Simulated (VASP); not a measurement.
# PtSe2 (Sudovikovite) (P-3m1) in VASP: a series of runs

PtSe2 (Sudovikovite) is run at these levels: PBEsol, LDA, RPBE, BLYP+D4; tasks: single point.

Everything below comes from runs of VASP 6.6.1. Logs are shortened: lines on timing, memory, paths and dates and some standing lists are left out, and cuts for length are marked.

**1. The cell of the first run**

It takes space group P-3m1 (No. 164, trigonal). Conventional cell: a = 3.773 Å, b = 3.773 Å, c = 5.129 Å, α = 90.00°, β = 90.00°, γ = 120.00°. Within 3.3 Å of Pt (site symmetry -3m) lie 6 Se at 2.53 Å. Se (site symmetry 3m) has 3 Pt at 2.53 Å within 3.3 Å.

**2. Single point, PBEsol**

INCAR reads:

```
PREC = Accurate
ENCUT = 520
EDIFF = 1E-6
ISMEAR = -1
SIGMA = 0.05
LREAL = F
LASPH = T
NELM = 80
ALGO = Normal
ISIF = 2
LWAVE = F
LCHARG = T
GGA = PS
LELF = T
LVHAR = T
NBANDS = 18
```

KPOINTS reads:

```
regular mesh
0
Gamma
  8 8 5
```

POSCAR reads:

```
PtSe2
1.0
    3.7730056198      0.0000000000      0.0000000000
   -1.8865028099      3.2675187154      0.0000000000
    0.0000000000      0.0000000000      5.1286129021
Pt Se
1 2
Direct
    0.0000000000      0.0000000000      0.0000000000
    0.6666666667      0.3333333333      0.7500000000
    0.3333333333      0.6666666667      0.2500000000
```

Potentials or basis: VASP PAW PBE potentials, release 64 (Pt, Se).

Launch:

```sh
$ cat potpaw_PBE.64/Pt/POTCAR potpaw_PBE.64/Se/POTCAR > POTCAR
$ mpirun -np 1 vasp_std > vasp.out
```

OUTCAR:

```text
PREC = Accurate
   ENCUT = 520
   EDIFF = 1E-6
   ISMEAR = -1
   LREAL = F
   LASPH = T
   NELM = 80
   ISIF = 2
   GGA = PS

 ion  position               nearest neighbor table
   1  0.000  0.000  0.000-   2 2.53   3 2.53   2 2.53   3 2.53   2 2.53   3 2.53
   2  0.667  0.333  0.750-   1 2.53   1 2.53   1 2.53
   3  0.333  0.667  0.250-   1 2.53   1 2.53   1 2.53

  LATTYP: Found a hexagonal cell.
 ALAT       =     3.7730056198
 C/A-ratio  =     1.3592910849

  Lattice vectors:

 A1 = (   3.7730056198,   0.0000000000,   0.0000000000)
 A2 = (  -1.8865028099,   3.2675187154,   0.0000000000)
 A3 = (   0.0000000000,   0.0000000000,   5.1286129021)

Analysis of symmetry for initial positions (statically):
=====================================================================
 Subroutine PRICEL returns:
 Original cell was already a primitive cell.

 Routine SETGRP: Setting up the symmetry group for a
 hexagonal supercell.

 Subroutine GETGRP returns: Found 12 space group operations
 (whereof 12 operations were pure point group operations)
 out of a pool of 24 trial point group operations.

The static configuration has the point symmetry D_3d.

Analysis of symmetry for dynamics (positions and initial velocities):
=====================================================================
 Subroutine PRICEL returns:
 Original cell was already a primitive cell.

 Routine SETGRP: Setting up the symmetry group for a
 hexagonal supercell.

 Subroutine GETGRP returns: Found 12 space group operations
 (whereof 12 operations were pure point group operations)
 out of a pool of 24 trial point group operations.

The dynamic configuration has the point symmetry D_3d.

 Subroutine INISYM returns: Found 12 space group operations
 (whereof 12 operations are pure point group operations),
 and found     1 'primitive' translations

----------------------------------------------------------------------------------------

                                     Primitive cell

  volume of cell :      63.2274

  direct lattice vectors                    reciprocal lattice vectors
     3.773005620  0.000000000  0.000000000     0.265040687  0.153021312  0.000000000
    -1.886502810  3.267518715  0.000000000     0.000000000  0.306042624  0.000000000
     0.000000000  0.000000000  5.128612902     0.000000000  0.000000000  0.194984496

  length of vectors
     3.773005620  3.773005620  5.128612902     0.306042624  0.306042624  0.194984496

  position of ions in fractional coordinates (direct lattice)
     0.000000000  0.000000000  0.000000000
     0.666666667  0.333333333  0.750000000
     0.333333333  0.666666667  0.250000000

  ion indices of the primitive-cell ions
   primitive index   ion index
                 1           1
                 2           2
                 3           3

----------------------------------------------------------------------------------------

 KPOINTS: regular mesh

Automatic generation of k-mesh.
 Grid dimensions read from file:
 generate k-points for:    8    8    5

 Generating k-lattice:

  Cartesian coordinates                     Fractional coordinates (reciprocal lattice)
     0.033130086  0.019127664  0.000000000     0.125000000 -0.000000000  0.000000000
     0.000000000  0.038255328  0.000000000     0.000000000  0.125000000  0.000000000
     0.000000000  0.000000000  0.038996899     0.000000000  0.000000000  0.200000000

  Length of vectors
     0.038255328  0.038255328  0.038996899

  Shift w.r.t. Gamma in fractional coordinates (k-lattice)
     0.000000000  0.000000000  0.000000000

 Subroutine IBZKPT returns following result:
 ===========================================

 Found     40 irreducible k-points:

 Following reciprocal coordinates:
            Coordinates               Weight
  0.000000  0.000000  0.000000      1.000000
  0.125000 -0.000000  0.000000      6.000000
  0.250000 -0.000000  0.000000      6.000000
  0.375000 -0.000000  0.000000      6.000000
  0.500000 -0.000000  0.000000      3.000000
  0.125000  0.125000  0.000000      6.000000
[... 16 lines left out ...]
 -0.125000  0.500000  0.200000     12.000000
  0.250000  0.250000  0.200000     12.000000
 [... further k-points ...]
   k-points           NKPTS =     40   k-points in BZ     NKDIM =     40   number of bands    NBANDS=     18
   number of dos      NEDOS =    301   number of ions     NIONS =      3
   total plane-waves  NPLWV =  31360
   dimension x,y,z NGX =    28 NGY =   28 NGZ =   40
   dimension x,y,z NGXF=    56 NGYF=   56 NGZF=   80
   ions per type =               1   2
   NGX,Y,Z   is equivalent  to a cutoff of  12.34, 12.34, 12.97 a.u.
   NGXF,Y,Z  is equivalent  to a cutoff of  24.67, 24.67, 25.93 a.u.
 SYSTEM =  unknown system
   PREC   = accura    normal or accurate (medium, high low for compatibility)
   ISTART =      0    job   : 0-new  1-cont  2-samecut
   ICHARG =      2    charge: 1-file 2-atom 10-const
   ISPIN  =      1    spin polarized calculation?
   LNONCOLLINEAR =      F non collinear calculations
   LSORBIT =      F    spin-orbit coupling
   LASPH  =      T    aspherical Exc in radial PAW
   ENCUT  =  520.0 eV  38.22 Ry    6.18 a.u.   7.02  7.02  9.54*2*pi/ulx,y,z
   NELM   =     80;   NELMIN=  2; NELMDL= -5     # of ELM steps
   EDIFF  = 0.1E-05   stopping-criterion for ELM
   LREAL  =      F    real-space projection
   EDIFFG = 0.1E-04   stopping-criterion for IOM
   NSW    =      0    number of steps for IOM
   IBRION =     -1    ionic relax: 0-MD 1-quasi-New 2-CG
   NFREE  =      0    steps in history (QN), initial steepest desc. (CG)
   ISIF   =      2    stress and relaxation
   ISYM   =      2    0-nonsym 1-usesym 2-fastsym
   POTIM  = 0.5000    time-step for ionic-motion
   TEBEG  =    0.0;   TEEND  =   0.0 temperature during run
   PSTRESS=    0.0 pullay stress
   NELECT =      22.0000    total number of electrons
   NUPDOWN=      -1.0000    fix difference up-down
   EMIN   =  10.00;   EMAX   =-10.00  energy-range for DOS
   EFERMI =   0.00;   METHOD = LEGACY
   ISMEAR =    -1;   SIGMA  =   0.05  broadening in eV -4-tet -1-fermi 0-gaus
   EFERMI_NEDOS =   21; number of points for ismear=-14 and -15
   IALGO  =     38    algorithm
   IMIX   =      4    mixing-type and parameters
     AMIX     =   0.40;   BMIX     =  1.00
     AMIX_MAG =   1.60;   BMIX_MAG =  1.00
  volume/ion in A,a.u.               =      21.08       142.23
  Fermi-wavevector in a.u.,A,eV,Ry     =   1.151456  2.175936 18.039288  1.325850
  Thomas-Fermi vector in A             =   2.288113
   LORBIT       =      0    0 simple, 1 ext, 2 COOP (PROOUT), +10 PAW based schemes
   GGA     = PS    functional components
   LHFCALC =     F    Hartree Fock is set to
   AEXX    =    0.0000 exact exchange contribution
   IVDW    =     0    specifies the selected vdW correction
   LEPSILON=     F    determine dielectric tensor
   LRPA    =     F    only Hartree local field effects (RPA)
 non-spin polarized calculation
  energy-cutoff  :      520.00
  volume of cell :       63.23
 maximum number of plane-waves:      1717
   NGX = 13   NGY = 13   NGZ = 19

 number of electron      21.9999997 magnetization

 Free energy of the ion-electron system (eV)
  ---------------------------------------------------
  ext. energy  EPLUGINS =         0.00000000
  ---------------------------------------------------
  free energy    TOTEN  =       -15.88345544 eV

  energy without entropy =      -15.87728253  energy(sigma->0) =      -15.88036898

 E-fermi :   5.8800     XC(G=0): -10.6159

 val. band max:        5.7622856618   @ k =   0.1250  -0.0000   0.0000
 cond. band min:       5.8956018336   @ k =   0.0000   0.1250   0.2000
 fundamental gap:      0.1333161718
 Fermi energy:         5.8800253951

 k-point     1 :       0.0000    0.0000    0.0000
  band No.  band energies     occupation
      1      -9.5185      2.00000
      2      -6.9014      2.00000
      3      -1.0230      2.00000
      4      -0.3196      2.00000
      5      -0.3196      2.00000
      6       2.0626      2.00000
[... 10 lines left out ...]
     17      13.0917      0.00000
     18      17.3778      0.00000

 k-point     2 :       0.1250   -0.0000    0.0000
  band No.  band energies     occupation
      1      -9.3545      2.00000
      2      -6.9681      2.00000
      3      -0.8244      2.00000
      4      -0.2146      2.00000
      5      -0.2046      2.00000
      6       1.8119      2.00000
[... 10 lines left out ...]
     17      13.6149      0.00000
     18      15.4883      0.00000

 k-point     3 :       0.2500   -0.0000    0.0000
  band No.  band energies     occupation
      1      -8.9028      2.00000
      2      -7.1423      2.00000
      3      -0.3482      2.00000
      4       0.0398      2.00000
      5       0.1558      2.00000
      6       0.8538      2.00000
[... 10 lines left out ...]
     17      14.0114      0.00000
     18      14.1198      0.00000

 k-point     4 :       0.3750   -0.0000    0.0000
  band No.  band energies     occupation
      1      -8.2983      2.00000
      2      -7.3880      2.00000
      3      -0.7109      2.00000
      4       0.2552      2.00000
      5       0.5035      2.00000
      6       1.0310      2.00000
[... 375 lines left out ...]
      4       0.1162      2.00000
      5       0.8952      2.00000
      6       0.9512      2.00000
[... 10 lines left out ...]
     17      14.7180      0.00000
     18      15.2459      0.00000

 k-point    23 :      -0.1250    0.5000    0.2000
  band No.  band energies     occupation
      1      -7.9766      2.00000
      2      -7.4740      2.00000
      3      -1.1184      2.00000
      4      -0.0334      2.00000
      5       0.5041      2.00000
      6       1.5856      2.00000
[... 10 lines left out ...]
     17      14.9596      0.00000
     18      15.5791      0.00000

 k-point    24 :       0.2500    0.2500    0.2000
  band No.  band energies     occupation
      1      -7.9723      2.00000
      2      -7.4906      2.00000
      3      -0.6211      2.00000
      4      -0.1123      2.00000
      5       0.3206      2.00000
      6       1.0986      2.00000
[... 10 lines left out ...]
     17      14.1906      0.00000
     18      14.7236      0.00000

 [... further k-points ...]

------------------------ aborting loop because EDIFF is reached ----------------------------------------

  FORCE on cell =-STRESS in cart. coord.  units (eV):
  Direction    XX          YY          ZZ          XY          YZ          ZX
  --------------------------------------------------------------------------------------
  -------------------------------------------------------------------------------------
  Total       -1.1226190     -1.1226190     -0.9697330      0.0000000      0.0000000     -0.0000000
  in kB      -28.4470681    -28.4470681    -24.5729495      0.0000000      0.0000000     -0.0000000
  external PRESSURE =     -27.1556953 kB  Pullay stress =       0.0000000 kB

 VOLUME and BASIS-vectors are now :
 -----------------------------------------------------------------------------
  energy-cutoff  :      520.00
  volume of cell :       63.23
      direct lattice vectors                 reciprocal lattice vectors
     3.773005620  0.000000000  0.000000000     0.265040687  0.153021312  0.000000000
    -1.886502810  3.267518715  0.000000000     0.000000000  0.306042624  0.000000000
     0.000000000  0.000000000  5.128612902     0.000000000  0.000000000  0.194984496

 POSITION                                       TOTAL-FORCE (eV/Angst)
 -----------------------------------------------------------------------------------
      0.00000      0.00000      0.00000        -0.000000      0.000000      0.000000
      1.88650      1.08917      3.84646         0.000000      0.000000      0.114868
     -0.00000      2.17835      1.28215        -0.000000      0.000000     -0.114868
 -----------------------------------------------------------------------------------
    total drift:                               -0.000000     -0.000000     -0.000000

  FREE ENERGIE OF THE ION-ELECTRON SYSTEM (eV)
  ---------------------------------------------------
  free  energy   TOTEN  =       -15.8834554429 eV

  energy  without entropy=      -15.8772825270  energy(sigma->0) =      -15.88036898
```

Wall time 32 s (1 thread of Intel Xeon Platinum 8259CL at 2.50GHz (Skylake/Cascade Lake), shared host); peak memory 0.2 GiB.

What came out:

| Quantity | Value |
| --- | --- |
| Free energy | -15.8835 eV |
| Pressure | -2.7 GPa |
| Largest force | 0.115 eV/Å |
| Band gap on the k mesh | zero (band 11 reaches 6.26 eV, above the bottom of band 12 at 5.94 eV) |

Forces on the atoms (eV/Å):
```
Pt   0.000  0.000  0.000
Se   0.000  0.000  0.115
Se   0.000  0.000 -0.115
```

Levels at points of the mesh, in eV from the Fermi level:
```
           k point  band 9  band 10  band 11  band 12  band 13  band 14
(0.00, 0.00, 0.00)   -1.03    -1.03     0.38     1.38     1.38     3.57
(0.50, 0.00, 0.00)   -3.34    -3.27    -2.90     0.60     2.21     4.60
```

Caveat: the PAW data sets were made with another functional, which shifts forces and pressure a little; spin-orbit coupling is left out, which moves the levels of the heavy elements.

**3. Single point, LDA (volume scaled by 1.06)**

INCAR reads:

```
SYSTEM = PtSe2
  PREC = Accurate
  ENCUT = 520
  EDIFF = 1E-6
  ISMEAR = -1
  SIGMA = 0.05
  LREAL = .FALSE.
  LASPH = .TRUE.
  NELM = 100
  ALGO = Normal
  ISIF = 2
  LWAVE = .FALSE.
  LCHARG = .FALSE.
  GGA = CA
  NBANDS = 18
```

KPOINTS reads:

```
Automatic mesh
0
G
  8 8 5
  0 0 0
```

POSCAR reads:

```
PtSe2
1.0
    3.7970381507      0.0000000000      0.0000000000
   -1.8985190754      3.2883314977      0.0000000000
    0.0000000000      0.0000000000      5.1612801071
Pt Se
1 2
Direct
    0.0000000000      0.0000000000      0.0000000000
    0.6666666667      0.3333333333      0.7500000000
    0.3333333333      0.6666666667      0.2500000000
```

Potentials or basis: VASP PAW LDA potentials, release 64 (Pt, Se).

Launch:

```sh
$ cat potpaw_LDA.64/Pt/POTCAR potpaw_LDA.64/Se/POTCAR > POTCAR
$ mpirun -np 1 vasp_std > vasp.out
```

Wall time 31 s (1 thread of Intel Xeon Platinum 8259CL at 2.50GHz (Skylake/Cascade Lake), shared host); peak memory 0.18 GiB.

The run converged. Its results:

* Free energy: -16.9784 eV
* Pressure: -6.9 GPa
* Largest force: 0.417 eV/Å
* Band gap on the k mesh: zero (band 11 reaches 6.09 eV, above the bottom of band 12 at 5.75 eV)

Forces in eV/Å, atoms in the order of the input:
```
Pt   0.000  0.000  0.000
Se   0.000  0.000  0.417
Se   0.000  0.000 -0.417
```

Stress tensor (GPa, compression positive):
```
-7.31  0.00  0.00
 0.00 -7.31  0.00
 0.00  0.00 -5.99
```

Levels at points of the mesh, in eV from the Fermi level:
```tsv
k point	band 8	band 9	band 10	band 11	band 12	band 13	band 14	band 15
(0.00, 0.00, 0.00)	-2.39	-0.98	-0.98	0.39	1.36	1.36	3.65	3.65
(0.50, 0.00, 0.00)	-3.28	-3.22	-3.16	-2.82	0.60	2.15	4.57	5.73
```

Caveat: spin-orbit coupling is left out, which moves the levels of the heavy elements.

**4. Single point, RPBE**

INCAR reads:

```
SYSTEM = PtSe2
ALGO = Normal
EDIFF = 1E-6
ENCUT = 520
GGA = RP
ISIF = 2
ISMEAR = -1
LASPH = .True.
LCHARG = .True.
LELF = .True.
LREAL = .False.
LVHAR = .True.
LWAVE = .False.
NBANDS = 18
NELM = 80
PREC = Accurate
SIGMA = 0.05
```

KPOINTS reads:

```
k-points
0
Gamma
  8 8 5
  0 0 0
```

POSCAR reads:

```
PtSe2
1.0
    3.7730056198      0.0000000000      0.0000000000
   -1.8865028099      3.2675187154      0.0000000000
    0.0000000000      0.0000000000      5.1286129021
Pt Se
1 2
Direct
    0.0000000000      0.0000000000      0.0000000000
    0.6666666667      0.3333333333      0.7500000000
    0.3333333333      0.6666666667      0.2500000000
```

Potentials or basis: VASP PAW PBE potentials, release 64 (Pt, Se).

Launch:

```sh
$ cat potpaw_PBE.64/Pt/POTCAR potpaw_PBE.64/Se/POTCAR > POTCAR
$ mpirun -np 1 vasp_std > vasp.out
```

Wall time 16 s (1 thread of Intel Xeon 6975P-C (Granite Rapids), shared host); peak memory 0.2 GiB.

Results (log left out):

* Free energy: -12.8799 eV
* Pressure: 4.4 GPa
* Largest force: 0.166 eV/Å
* Band gap on the k mesh: zero (band 11 reaches 6.49 eV, above the bottom of band 12 at 6.24 eV)

Forces in eV/Å, atoms in the order of the input:
```
Pt   0.000  0.000  0.000
Se   0.000  0.000 -0.166
Se   0.000  0.000  0.166
```

Levels at points of the mesh, in eV from the Fermi level:
```
           k point  band 8  band 9  band 10  band 11  band 12  band 13  band 14  band 15
(0.00, 0.00, 0.00)   -2.53   -1.08    -1.08     0.34     1.35     1.35     3.74     4.02
(0.50, 0.00, 0.00)   -3.42   -3.40    -3.32    -2.93     0.62     2.17     4.65     5.85
```

Caveat: the PAW data sets were made with another functional, which shifts forces and pressure a little; spin-orbit coupling is left out, which moves the levels of the heavy elements.

**5. Single point, BLYP+D4**

INCAR reads:

```
PREC     = Accurate       # precision mode
ENCUT    = 520            # plane-wave cutoff, eV
EDIFF    = 1E-6           # SCF threshold, eV
ISMEAR   = -1             # smearing method
SIGMA    = 0.05           # smearing width, eV
LREAL    = F              # projectors in reciprocal space
LASPH    = T              # aspherical terms in the spheres
NELM     = 100            # most SCF steps
ALGO     = Normal         # electronic algorithm
ISIF     = 2              # what is computed and relaxed
LWAVE    = F              # write WAVECAR
LCHARG   = F              # write CHGCAR
GGA      = B5             # functional
ALDAX    = 1.0          
AGGAX    = 1.0          
AGGAC    = 1.0          
ALDAC    = 0.0          
IVDW     = 13             # dispersion correction
VDW_S6   = 1.0          
VDW_S8   = 2.34076671   
VDW_A1   = 0.44488865   
VDW_A2   = 4.0933009    
NBANDS   = 18             # bands
```

KPOINTS reads:

```
Automatic mesh
0
Gamma
  8 8 5
```

POSCAR is that of step 4.

Launch:

```sh
$ cat potpaw_PBE.64/Pt/POTCAR potpaw_PBE.64/Se/POTCAR > POTCAR
$ mpirun -np 1 vasp_std > vasp.out
```

It took 23 s on 1 thread of Intel Xeon 6975P-C (Granite Rapids), shared host; peak memory 0.2 GiB.

The run converged. Its results:

| Item | Value |
| --- | --- |
| Free energy | -14.7646 eV |
| Pressure | 2.5 GPa |
| Largest force | 0.688 eV/Å |
| Band gap on the k mesh | zero (band 11 reaches 6.81 eV, above the bottom of band 12 at 6.57 eV) |
| Dispersion energy per atom | -0.928 eV |

Forces on the atoms (eV/Å):
```
Pt   0.000  0.000  0.000
Se   0.000  0.000 -0.688
Se   0.000  0.000  0.688
```

Stress tensor (GPa, compression positive):
```
2.90 0.00 0.00
0.00 2.90 0.00
0.00 0.00 1.76
```

Levels at points of the mesh, in eV from the Fermi level:
```csv
k point,band 8,band 9,band 10,band 11,band 12,band 13,band 14,band 15
"(0.00, 0.00, 0.00)",-2.51,-1.07,-1.07,0.32,1.34,1.34,3.90,3.97
"(0.50, 0.00, 0.00)",-3.39,-3.36,-3.31,-2.91,0.62,2.16,4.70,5.98
```

Caveat: the PAW data sets were made with another functional, which shifts forces and pressure a little; spin-orbit coupling is left out, which moves the levels of the heavy elements; pairwise dispersion overbinds metals, which lowers pressure and volume.

**6. The runs side by side**

| level | potentials or basis | cell | gap on the mesh (eV) | pressure (GPa) | largest force (eV/Å) |
| --- | --- | --- | --- | --- | --- |
| PBEsol | VASP PAW PBE potentials, release 64 (Pt, Se) | a = 3.773, b = 3.773, c = 5.129 Å, angles 90.0, 90.0, 120.0°, 3 atoms | none | -2.7 | 0.11 |
| LDA | VASP PAW LDA potentials, release 64 (Pt, Se) | a = 3.797, b = 3.797, c = 5.161 Å, angles 90.0, 90.0, 120.0°, 3 atoms | none | -6.9 | 0.42 |
| RPBE | VASP PAW PBE potentials, release 64 (Pt, Se) | a = 3.773, b = 3.773, c = 5.129 Å, angles 90.0, 90.0, 120.0°, 3 atoms | none | 4.4 | 0.17 |
| BLYP+D4 | VASP PAW PBE potentials, release 64 (Pt, Se) | a = 3.773, b = 3.773, c = 5.129 Å, angles 90.0, 90.0, 120.0°, 3 atoms | none | 2.5 | 0.69 |

Alike in all rows: task single point; no spin polarisation; k mesh 8 × 8 × 5; cutoff (eV) 520; smearing fermi-dirac 0.05 eV.

Caveats: spin-orbit coupling is left out, which moves the levels of the heavy elements; the PAW data sets were made with another functional, which shifts forces and pressure a little (some runs); pairwise dispersion overbinds metals, which lowers pressure and volume (some runs).

Absolute energies hang on the potentials; compare differences alone.
